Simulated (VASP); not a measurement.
Ti, 1 atom in the cell. The structure is cubic, space group Fm-3m (No. 225). The conventional cell has a = 4.060 Å, b = 4.060 Å, c = 4.060 Å, α = 90.00°, β = 90.00°, γ = 90.00°. Ti (site symmetry m-3m) has 12 Ti at 2.87 Å within 3.8 Å. 

* Program: VASP 6.6.1
* Task: single point
* Functional: PBE
* Dispersion: D3(BJ)
* Potentials or basis: VASP PAW PBE potentials, release 64 (Ti_sv)
* Cutoff: 520 eV
* k mesh: 11 × 11 × 11
* Occupations: methfessel-paxton, width 0.05 eV
* Spin: no spin polarisation
* Hubbard terms: Ti d U = 6.2 eV
* Dipole correction: no
* Further INCAR settings: ALGO = Fast; EDIFF = 1e-07; NBANDS = 12

Potentials or basis: VASP PAW PBE potentials, release 64 (Ti_sv).

Launch:

```sh
$ cat potpaw_PBE.64/Ti_sv/POTCAR > POTCAR
$ mpirun -np 1 vasp_std > vasp.out
```

Hardware: 1 thread of Intel(R) Xeon(R) Platinum 8488C (Sapphire Rapids), with other jobs on the host.

Question: Estimate the wall time of this run.

Answer: Wall time 27 s on 1 thread of Intel(R) Xeon(R) Platinum 8488C (Sapphire Rapids), with other jobs on the host, peak memory 0.15 GiB. Counts: scf iterations 39, k points 56.
